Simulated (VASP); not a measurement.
## KAg: single point with PBE

Crystal: KAg.

```
K Ag
1.0
    -2.14909    2.82288    5.64830
     2.14909   -2.82288    5.64830
     2.14909    2.82288   -5.64830
K Ag
2 2
Direct
  0.35303 0.60303 0.75000
  0.64697 0.39697 0.25000
  0.07818 0.82818 0.25000
  0.92182 0.17182 0.75000
```

The cell was built from a structure type or drawn by symmetry, and may not be a known phase.

```json
{
 "Program": "VASP 6.6.1",
 "Task": "single point",
 "Functional": "PBE",
 "Potentials or basis": "VASP PAW PBE potentials, release 64 (K_sv, Ag)",
 "Cutoff": "520 eV",
 "k mesh": "4 × 4 × 4",
 "Occupations": "gaussian, width 0.1 eV",
 "Spin": "no spin polarisation"
}
```

* Pressure: 0.0 GPa
* Largest force: 0.015 eV/Å
* Band gap on the k mesh: zero (bands 20 and 21 overlap by 1.04 eV)

Forces in eV/Å, atoms in the order of the input:
```
K    0.000  0.000 -0.006
K    0.000  0.000  0.006
Ag   0.000  0.000 -0.015
Ag   0.000  0.000  0.015
```

Stress tensor (GPa, compression positive):
```
-0.09  0.00  0.00
 0.00  0.12  0.00
 0.00  0.00  0.07
```

Levels at points of the mesh, in eV from the Fermi level:
```tsv
k point	band 16	band 17	band 18	band 19	band 20	band 21	band 22	band 23	band 24	band 25
(0.00, 0.00, 0.00)	-4.03	-3.87	-3.68	-3.49	0.06	1.26	1.43	2.97	3.01	3.10
(0.50, 0.00, 0.00)	-3.86	-3.79	-3.49	-3.24	-1.51	0.31	0.79	3.18	3.49	4.17
(0.00, 0.50, 0.00)	-3.90	-3.89	-3.85	-1.70	-1.69	0.55	1.59	1.80	2.85	3.06
(0.50, 0.50, 0.00)	-3.91	-3.87	-3.87	-1.42	-1.42	1.02	1.02	1.38	1.38	3.78
(0.50, 0.50, 0.50)	-3.96	-3.88	-3.47	-3.27	-2.07	1.13	1.75	3.33	3.77	4.08
```

Run time: 71 s on 1 thread of Intel(R) Xeon(R) 6975P-C (Granite Rapids), with other jobs on the host, peak memory 0.35 GiB.

Caveat: the k points lie up to 0.39 Å⁻¹ apart, too coarse for converged energies and pressures of a metal.
